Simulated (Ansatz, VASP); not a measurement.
# La3In in VASP and in Ansatz

```
La In
1.0
     5.08540    0.00000    0.00000
     0.00000    5.08540    0.00000
     0.00000    0.00000    5.18711
La In
3 1
Direct
  0.00000 0.50000 0.50000
  0.50000 0.00000 0.50000
  0.50000 0.50000 0.00000
  0.00000 0.00000 0.00000
```

Change from the starting cell: zz strain of +2 %.

Alike in both runs: task single point; functional PBEsol; k mesh 7 × 7 × 7; occupations fermi-dirac, width 0.05 eV; no spin polarisation.

|  | VASP | Ansatz |
| --- | --- | --- |
| version | VASP 6.6.1 | Ansatz 0.2.0 |
| potentials or method | VASP PAW PBE potentials, release 64 (La, In_d), cutoff 520 eV | all-electron LAPW, scalar-relativistic |

|  | VASP | Ansatz | Ansatz less VASP |
| --- | --- | --- | --- |
| pressure (GPa) | -3.3 | -3.3 | +0.03 |
| traceless stress, the component that is largest in VASP (GPa) | -0.36 | -0.35 | +0.001 |

VASP's potentials were made for PBE, not for PBEsol. Ansatz ran all-electron here, and VASP with PAW potentials.

Spin-orbit coupling is off throughout.
